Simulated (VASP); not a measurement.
# AlN (F-43m) in VASP: further runs

AlN is run at these levels: PBE; tasks: relaxation of cell and atoms, single point.

Everything below comes from runs of VASP 6.6.1. Logs are shortened: lines on timing, memory, paths and dates and some standing lists are left out, and cuts for length are marked.

## Step 1: The cell of the first run

Symmetry: F-43m, No. 216, cubic system. The conventional cell has a = 4.403 Å, b = 4.403 Å, c = 4.403 Å, α = 90.00°, β = 90.00°, γ = 90.00°. Within 2.5 Å of Al (site symmetry -43m) lie 4 N at 1.91 Å. N (site symmetry -43m) has 4 Al at 1.91 Å within 2.5 Å.

## Step 2: Relaxation of cell and atoms, PBE, target pressure 20 GPa, at which the enthalpy is minimised

INCAR reads:

```
SYSTEM = AlN
  PREC = Accurate
  ENCUT = 600
  EDIFF = 1E-6
  ISMEAR = 0
  SIGMA = 0.01
  LREAL = .False.
  LASPH = .True.
  NELM = 60
  ALGO = Normal
  ISIF = 3
  LWAVE = .False.
  LCHARG = .False.
  GGA = PE
  IBRION = 2
  NSW = 80
  EDIFFG = -0.001
  PSTRESS = 200.0
```

KPOINTS reads:

```
regular mesh
0
Gamma
  10 10 10
  0 0 0
```

POSCAR reads:

```
AlN
1.0
    0.0000000000      2.2015871054      2.2015871054
    2.2015871054      0.0000000000      2.2015871054
    2.2015871054      2.2015871054      0.0000000000
Al N
1 1
Direct
    0.0000000000      0.0000000000      0.0000000000
    0.7500000000      0.7500000000      0.7500000000
```

Potentials or basis: VASP PAW PBE potentials, release 64 (Al, N).

Command:

```sh
cat potpaw_PBE.64/Al/POTCAR potpaw_PBE.64/N/POTCAR > POTCAR
mpirun -np 1 vasp_std > vasp.out
```

OUTCAR:

```text
SYSTEM = AlN
   PREC = Accurate
   ENCUT = 600
   EDIFF = 1E-6
   ISMEAR = 0
   LREAL = .False.
   LASPH = .True.
   NELM = 60
   ISIF = 3
   GGA = PE
   IBRION = 2
   NSW = 80
   EDIFFG = -0.001
   PSTRESS = 200.0

 ion  position               nearest neighbor table
   1  0.000  0.000  0.000-   2 1.91   2 1.91   2 1.91   2 1.91
   2  0.750  0.750  0.750-   1 1.91   1 1.91   1 1.91   1 1.91

  LATTYP: Found a face centered cubic cell.
 ALAT       =     4.4031742108

  Lattice vectors:

 A1 = (   0.0000000000,   2.2015871054,   2.2015871054)
 A2 = (   2.2015871054,   0.0000000000,   2.2015871054)
 A3 = (   2.2015871054,   2.2015871054,   0.0000000000)

Analysis of symmetry for initial positions (statically):
=====================================================================
 Subroutine PRICEL returns:
 Original cell was already a primitive cell.

 Routine SETGRP: Setting up the symmetry group for a
 face centered cubic supercell.

 Subroutine GETGRP returns: Found 24 space group operations
 (whereof 24 operations were pure point group operations)
 out of a pool of 48 trial point group operations.

The static configuration has the point symmetry T_d .

Analysis of symmetry for dynamics (positions and initial velocities):
=====================================================================
 Subroutine PRICEL returns:
 Original cell was already a primitive cell.

 Routine SETGRP: Setting up the symmetry group for a
 face centered cubic supercell.

 Subroutine GETGRP returns: Found 24 space group operations
 (whereof 24 operations were pure point group operations)
 out of a pool of 48 trial point group operations.

The dynamic configuration has the point symmetry T_d .

 Subroutine INISYM returns: Found 24 space group operations
 (whereof 24 operations are pure point group operations),
 and found     1 'primitive' translations

----------------------------------------------------------------------------------------

                                     Primitive cell

  volume of cell :      21.3421

  direct lattice vectors                    reciprocal lattice vectors
     0.000000000  2.201587105  2.201587105    -0.227108888  0.227108888  0.227108888
     2.201587105  0.000000000  2.201587105     0.227108888 -0.227108888  0.227108888
     2.201587105  2.201587105  0.000000000     0.227108888  0.227108888 -0.227108888

  length of vectors
     3.113514343  3.113514343  3.113514343     0.393364133  0.393364133  0.393364133

  position of ions in fractional coordinates (direct lattice)
     0.000000000  0.000000000  0.000000000
     0.750000000  0.750000000  0.750000000

  ion indices of the primitive-cell ions
   primitive index   ion index
                 1           1
                 2           2

----------------------------------------------------------------------------------------

 KPOINTS: regular mesh

Automatic generation of k-mesh.
 Grid dimensions read from file:
 generate k-points for:   10   10   10

 Generating k-lattice:

  Cartesian coordinates                     Fractional coordinates (reciprocal lattice)
    -0.022710889  0.022710889  0.022710889     0.100000000  0.000000000  0.000000000
     0.022710889 -0.022710889  0.022710889     0.000000000  0.100000000  0.000000000
     0.022710889  0.022710889 -0.022710889     0.000000000  0.000000000  0.100000000

  Length of vectors
     0.039336413  0.039336413  0.039336413

  Shift w.r.t. Gamma in fractional coordinates (k-lattice)
     0.000000000  0.000000000  0.000000000

 Subroutine IBZKPT returns following result:
 ===========================================

 Found     47 irreducible k-points:

 Following reciprocal coordinates:
            Coordinates               Weight
  0.000000  0.000000  0.000000      1.000000
  0.100000  0.000000  0.000000      8.000000
  0.200000  0.000000  0.000000      8.000000
  0.300000  0.000000  0.000000      8.000000
  0.400000  0.000000  0.000000      8.000000
  0.500000  0.000000  0.000000      4.000000
[... 16 lines left out ...]
  0.300000  0.300000  0.000000      6.000000
  0.400000  0.300000  0.000000     24.000000
 [... further k-points ...]
   k-points           NKPTS =     47   k-points in BZ     NKDIM =     47   number of bands    NBANDS=      8
   number of dos      NEDOS =    301   number of ions     NIONS =      2
   total plane-waves  NPLWV =  21952
   dimension x,y,z NGX =    28 NGY =   28 NGZ =   28
   dimension x,y,z NGXF=    56 NGYF=   56 NGZF=   56
   ions per type =               1   1
   NGX,Y,Z   is equivalent  to a cutoff of  14.95, 14.95, 14.95 a.u.
   NGXF,Y,Z  is equivalent  to a cutoff of  29.90, 29.90, 29.90 a.u.
 SYSTEM =  AlN
   PREC   = accura    normal or accurate (medium, high low for compatibility)
   ISTART =      0    job   : 0-new  1-cont  2-samecut
   ICHARG =      2    charge: 1-file 2-atom 10-const
   ISPIN  =      1    spin polarized calculation?
   LNONCOLLINEAR =      F non collinear calculations
   LSORBIT =      F    spin-orbit coupling
   LASPH  =      T    aspherical Exc in radial PAW
   ENCUT  =  600.0 eV  44.10 Ry    6.64 a.u.   6.22  6.22  6.22*2*pi/ulx,y,z
   NELM   =     60;   NELMIN=  2; NELMDL= -5     # of ELM steps
   EDIFF  = 0.1E-05   stopping-criterion for ELM
   LREAL  =      F    real-space projection
   EDIFFG = -.1E-02   stopping-criterion for IOM
   NSW    =     80    number of steps for IOM
   IBRION =      2    ionic relax: 0-MD 1-quasi-New 2-CG
   NFREE  =      1    steps in history (QN), initial steepest desc. (CG)
   ISIF   =      3    stress and relaxation
   ISYM   =      2    0-nonsym 1-usesym 2-fastsym
   POTIM  = 0.5000    time-step for ionic-motion
   TEBEG  =    0.0;   TEEND  =   0.0 temperature during run
   PSTRESS=  200.0 pullay stress
   NELECT =       8.0000    total number of electrons
   NUPDOWN=      -1.0000    fix difference up-down
   EMIN   =  10.00;   EMAX   =-10.00  energy-range for DOS
   EFERMI =   0.00;   METHOD = LEGACY
   ISMEAR =     0;   SIGMA  =   0.01  broadening in eV -4-tet -1-fermi 0-gaus
   EFERMI_NEDOS =   21; number of points for ismear=-14 and -15
   IALGO  =     38    algorithm
   IMIX   =      4    mixing-type and parameters
     AMIX     =   0.40;   BMIX     =  1.00
     AMIX_MAG =   1.60;   BMIX_MAG =  1.00
  volume/ion in A,a.u.               =      10.67        72.01
  Fermi-wavevector in a.u.,A,eV,Ry     =   1.180390  2.230614 18.957286  1.393321
  Thomas-Fermi vector in A             =   2.316684
   LORBIT       =      0    0 simple, 1 ext, 2 COOP (PROOUT), +10 PAW based schemes
   GGA     = PE    functional components
   LHFCALC =     F    Hartree Fock is set to
   AEXX    =    0.0000 exact exchange contribution
   IVDW    =     0    specifies the selected vdW correction
   LEPSILON=     F    determine dielectric tensor
   LRPA    =     F    only Hartree local field effects (RPA)
 conjugate gradient relaxation of ions
 non-spin polarized calculation
 Gauss-broadening in eV      SIGMA  =   0.01
  energy-cutoff  :      600.00
  volume of cell :       21.34
 maximum number of plane-waves:       728
 NGX is ok and might be reduce to    28
   NGX = 13   NGY = 13   NGZ = 13

--------------------------------------- Ionic step        1  -------------------------------------------

 number of electron       8.0000000 magnetization

 Free energy of the ion-electron system (eV)
  ---------------------------------------------------
  ext. energy  EPLUGINS =         0.00000000
  ---------------------------------------------------
  free energy    TOTEN  =       -14.84892107 eV

  energy without entropy =      -14.84892107  energy(sigma->0) =      -14.84892107

------------------------ aborting loop because EDIFF is reached ----------------------------------------

  FORCE on cell =-STRESS in cart. coord.  units (eV):
  Direction    XX          YY          ZZ          XY          YZ          ZX
  --------------------------------------------------------------------------------------
  -------------------------------------------------------------------------------------
  Total       -0.0529561     -0.0529561     -0.0529561     -0.0000000     -0.0000000     -0.0000000
  in kB       -3.9754714     -3.9754714     -3.9754714     -0.0000000     -0.0000000     -0.0000000
  external PRESSURE =    -203.9754714 kB  Pullay stress =     200.0000000 kB
[... 213 lines left out ...]
  enthalpy is  TOTEN    =       -12.3085218405 eV   P V=        2.4416879015

--------------------------------------- Ionic step        7  -------------------------------------------

 number of electron       8.0000000 magnetization

 Free energy of the ion-electron system (eV)
  ---------------------------------------------------
  ext. energy  EPLUGINS =         0.00000000
  ---------------------------------------------------
  free energy    TOTEN  =       -14.74611154 eV

  energy without entropy =      -14.74611154  energy(sigma->0) =      -14.74611154

 E-fermi :   6.7387     XC(G=0): -11.2200

 val. band max:        6.5975251911   @ k =   0.0000   0.0000   0.0000
 cond. band min:       9.9470046633   @ k =   0.5000   0.5000   0.0000
 fundamental gap:      3.3494794721
 Fermi energy:         6.7387339430

 k-point     1 :       0.0000    0.0000    0.0000
  band No.  band energies     occupation
      1      -8.7688      2.00000
      2       6.5975      2.00000
      3       6.5975      2.00000
      4       6.5975      2.00000
      5      11.3818      0.00000
      6      19.8147      0.00000
      7      19.8147      0.00000
      8      19.8147      0.00000
[... 243 lines left out ...]
 k-point    24 :       0.4000    0.3000    0.0000
  band No.  band energies     occupation
      1      -6.5809      2.00000
      2       2.3140      2.00000
      3       4.8281      2.00000
      4       5.1420      2.00000
      5      11.6574      0.00000
      6      16.5626      0.00000
      7      19.6684      0.00000
      8      21.9134      0.00000

 [... further k-points ...]
[... 5 lines left out ...]
  --------------------------------------------------------------------------------------
  -------------------------------------------------------------------------------------
  Total        2.4374176      2.4374176      2.4374176      0.0000000      0.0000000      0.0000000
  in kB      199.9898680    199.9898680    199.9898680      0.0000000      0.0000000      0.0000000
  external PRESSURE =      -0.0101320 kB  Pullay stress =     200.0000000 kB
[... 17 lines left out ...]
  FREE ENERGIE OF THE ION-ELECTRON SYSTEM (eV)
  ---------------------------------------------------
  free  energy   TOTEN  =       -14.7461115365 eV

  energy  without entropy=      -14.7461115365  energy(sigma->0) =      -14.74611154

  enthalpy is  TOTEN    =       -12.3085704396 eV   P V=        2.4375410969

 reached required accuracy - stopping structural energy minimisation
```

Run time: 61 s. Hardware: 1 thread of Intel Xeon 8259CL, shared host; peak memory 0.16 GiB.

Results:

| Item | Value |
| --- | --- |
| Free energy | -14.7461 eV |
| Relaxed volume | 9.76 Å³/atom |
| Relaxed cell | a = 3.023 Å, b = 3.023 Å, c = 3.023 Å, α = 60.00°, β = 60.00°, γ = 60.00° |
| Space group after relaxing (to 0.05 Å) | F-43m (No. 216) |
| Energy change on relaxing (the enthalpy is what falls) | +51.4 meV/atom |
| Ionic steps | 7 |
| Pressure after relaxing | 20.0 GPa |
| Band gap on the k mesh | 3.35 eV, indirect (least direct gap 4.78 eV) |

Step by step:
| step | energy change (eV) | largest force (eV/Å) | pressure (GPa) | volume (Å³) |
| --- | --- | --- | --- | --- |
| 1 | 0.0000 | 0.0000 | -0.40 | 21.34 |
| 2 | 0.5956 | 0.0000 | 58.01 | 17.41 |
| 3 | 0.0970 | 0.0000 | 19.36 | 19.57 |
| 4 | 0.1022 | 0.0000 | 19.93 | 19.53 |
| 5 | 0.1066 | 0.0000 | 20.41 | 19.50 |
| 6 | 0.0987 | 0.0000 | 19.54 | 19.56 |
| 7 | 0.1028 | 0.0000 | 20.00 | 19.53 |

Final structure:
```xyz
2
Lattice="0.0000 2.1373 2.1373 2.1373 0.0000 2.1373 2.1373 2.1373 0.0000" Properties=species:S:1:pos:R:3 pbc="T T T"
Al    0.0000    0.0000    0.0000
N     3.2060    3.2060    3.2060
```

Caveat: the cell is relaxed towards a set pressure, so the enthalpy falls and the energy may rise.

## Step 3: Single point, PBE

This run uses another cell than the first one, of 9.70 Å³/atom, 0.909 times its volume.

INCAR reads:

```
SYSTEM = AlN
ALGO = Normal
EDIFF = 1E-6
ENCUT = 600
GGA = PE
GGA_COMPAT = .False.
ISIF = 2
ISMEAR = 0
LASPH = .True.
LCHARG = .False.
LREAL = .False.
LWAVE = .False.
NBANDS = 11
NELM = 120
PREC = Accurate
SIGMA = 0.01
```

KPOINTS reads:

```
k-points
0
Gamma
  10 10 10
  0 0 0
```

POSCAR reads:

```
AlN
1.0
    0.0000000000      2.1330057111      2.1330057111
    2.1330057111      0.0000000000      2.1330057111
    2.1330057111      2.1330057111      0.0000000000
Al N
1 1
Direct
    0.0000000000      0.0000000000      0.0000000000
    0.7500000000      0.7500000000      0.7500000000
```

Potentials or basis: VASP PAW PBE potentials, release 64 (Al, N).

Command:

```sh
cat potpaw_PBE.64/Al/POTCAR potpaw_PBE.64/N/POTCAR > POTCAR
mpirun -np 1 vasp_std > vasp.out
```

OUTCAR:

```text
SYSTEM = AlN
   EDIFF = 1E-6
   ENCUT = 600
   GGA = PE
   ISIF = 2
   ISMEAR = 0
   LASPH = .True.
   LREAL = .False.
   NELM = 120
   PREC = Accurate

 ion  position               nearest neighbor table
   1  0.000  0.000  0.000-   2 1.85   2 1.85   2 1.85   2 1.85
   2  0.750  0.750  0.750-   1 1.85   1 1.85   1 1.85   1 1.85

  LATTYP: Found a face centered cubic cell.
 ALAT       =     4.2660114222

  Lattice vectors:

 A1 = (   0.0000000000,   2.1330057111,   2.1330057111)
 A2 = (   2.1330057111,   0.0000000000,   2.1330057111)
 A3 = (   2.1330057111,   2.1330057111,   0.0000000000)

Analysis of symmetry for initial positions (statically):
=====================================================================
 Subroutine PRICEL returns:
 Original cell was already a primitive cell.

 Routine SETGRP: Setting up the symmetry group for a
 face centered cubic supercell.

 Subroutine GETGRP returns: Found 24 space group operations
 (whereof 24 operations were pure point group operations)
 out of a pool of 48 trial point group operations.

The static configuration has the point symmetry T_d .

Analysis of symmetry for dynamics (positions and initial velocities):
[... 166 lines left out ...]
 k-point     1 :       0.0000    0.0000    0.0000
  band No.  band energies     occupation
      1      -8.7450      2.00000
      2       6.6585      2.00000
      3       6.6585      2.00000
      4       6.6585      2.00000
      5      11.4978      0.00000
      6      19.9378      0.00000
      7      19.9378      0.00000
      8      19.9378      0.00000
      9      24.9244      0.00000
     10      24.9244      0.00000
     11      26.4728      0.00000
[... 309 lines left out ...]
 k-point    24 :       0.4000    0.3000    0.0000
  band No.  band energies     occupation
      1      -6.5397      2.00000
      2       2.3620      2.00000
      3       4.8828      2.00000
      4       5.1982      2.00000
      5      11.7306      0.00000
      6      16.6624      0.00000
      7      19.8086      0.00000
      8      22.0426      0.00000
      9      22.6134      0.00000
     10      28.8049      0.00000
     11      31.4456      0.00000

 [... further k-points ...]
[... 5 lines left out ...]
  --------------------------------------------------------------------------------------
  -------------------------------------------------------------------------------------
  Total        2.6241891      2.6241891      2.6241891      0.0000000      0.0000000      0.0000000
  in kB      216.6205564    216.6205564    216.6205564      0.0000000      0.0000000      0.0000000
  external PRESSURE =     216.6205564 kB  Pullay stress =       0.0000000 kB

 VOLUME and BASIS-vectors are now :
 -----------------------------------------------------------------------------
  energy-cutoff  :      600.00
  volume of cell :       19.41
      direct lattice vectors                 reciprocal lattice vectors
     0.000000000  2.133005711  2.133005711    -0.234410999  0.234410999  0.234410999
     2.133005711  0.000000000  2.133005711     0.234410999 -0.234410999  0.234410999
     2.133005711  2.133005711  0.000000000     0.234410999  0.234410999 -0.234410999

 POSITION                                       TOTAL-FORCE (eV/Angst)
 -----------------------------------------------------------------------------------
      0.00000      0.00000      0.00000        -0.000000      0.000000     -0.000000
      3.19951      3.19951      3.19951         0.000000     -0.000000      0.000000
 -----------------------------------------------------------------------------------
    total drift:                               -0.000000     -0.000000     -0.000000

  FREE ENERGIE OF THE ION-ELECTRON SYSTEM (eV)
  ---------------------------------------------------
  free  energy   TOTEN  =       -14.7279801778 eV

  energy  without entropy=      -14.7279801778  energy(sigma->0) =      -14.72798018
```

stdout:

```text
POSCAR found type information on POSCAR AlN
 POSCAR found :  2 types and       2 ions
 scaLAPACK will be used
 LDA part: xc-table for (Slater+PW92), standard interpolation
 POSCAR, INCAR and KPOINTS ok, starting setup
 FFT: planning ... GRIDC
 FFT: planning ... GRID_SOFT
 FFT: planning ... GRID
 WAVECAR not read
 entering main loop
```

Run time: 5.7 s. Hardware: 1 thread of AMD EPYC 9R45 (Zen 5), shared host; peak memory 0.1 GiB.

Results:

```yaml
Free_energy: -14.7280 eV
Pressure: 21.7 GPa
Band_gap_on_the_k_mesh: 3.35 eV, indirect (least direct gap 4.84 eV)
```

Levels at points of the mesh, in eV from the valence-band top:
```csv
k point,band 1,band 2,band 3,band 4,band 5,band 6,band 7,band 8
"(0.00, 0.00, 0.00)",-15.40,0.00,0.00,0.00,4.84,13.28,13.28,13.28
"(0.50, 0.00, 0.00)",-13.14,-6.16,-0.49,-0.49,8.03,10.36,11.60,11.60
"(0.50, 0.50, 0.00)",-12.43,-5.13,-1.85,-1.85,3.35,9.05,14.96,16.63
```

## Step 4: Single point, PBE

This run uses another cell than the first one, of 10.13 Å³/atom, 0.950 times its volume.

INCAR reads:

```
  PREC = Accurate
  ENCUT = 600
  EDIFF = 1E-6
  ISMEAR = 0
  SIGMA = 0.01
  LREAL = False
  LASPH = True
  NELM = 120
  ALGO = Normal
  ISIF = 2
  LWAVE = False
  LCHARG = False
  GGA = PE
  NBANDS = 11
  GGA_COMPAT = False
```

KPOINTS reads:

```
Automatic mesh
0
Gamma
  10 10 10
```

POSCAR reads:

```
AlN
1.0
    0.0000000000      2.1640311976      2.1640311976
    2.1640311976      0.0000000000      2.1640311976
    2.1640311976      2.1640311976      0.0000000000
Al N
1 1
Direct
    0.0000000000      0.0000000000      0.0000000000
    0.7500000000      0.7500000000      0.7500000000
```

Command:

```sh
cat potpaw_PBE.64/Al/POTCAR potpaw_PBE.64/N/POTCAR > POTCAR
mpirun -np 1 vasp_std > vasp.out
```

Run time: 5.6 s. Hardware: 1 thread of AMD EPYC 9R45 (Zen 5), shared host; peak memory 0.11 GiB.

The run converged. Its results:

```
Free energy            : -14.8148 eV
Pressure               : 10.6 GPa
Band gap on the k mesh : 3.33 eV, indirect (least direct gap 4.44 eV)
```

Levels at points of the mesh, in eV from the valence-band top:
```csv
k point,band 1,band 2,band 3,band 4,band 5,band 6,band 7,band 8
"(0.00, 0.00, 0.00)",-15.14,0.00,0.00,0.00,4.44,12.84,12.84,12.84
"(0.50, 0.00, 0.00)",-13.01,-5.97,-0.48,-0.48,7.63,10.05,11.32,11.32
"(0.50, 0.50, 0.00)",-12.35,-4.99,-1.80,-1.80,3.33,8.78,14.34,16.08
```

A k mesh can miss the band edges.

## Step 5: The runs side by side

```csv
task,cell,gap on the mesh (eV),pressure (GPa)
relaxation of cell and atoms,"relaxed to 20 GPa from a = 3.114 Å, angles 60.0°, 2 atoms",3.35,20.0
single point,"a = 3.017 Å, angles 60.0°, 2 atoms",3.35,21.7
single point,"a = 3.060 Å, angles 60.0°, 2 atoms",3.33,10.6
```

Alike in all rows: level PBE; potentials or basis VASP PAW PBE potentials, release 64 (Al, N); no spin polarisation; k mesh 10 × 10 × 10; cutoff (eV) 600; smearing gaussian 0.01 eV.

Caveats: the cell is relaxed towards a set pressure, so the enthalpy falls and the energy may rise (some runs).

Absolute energies hang on the potentials; compare differences alone.
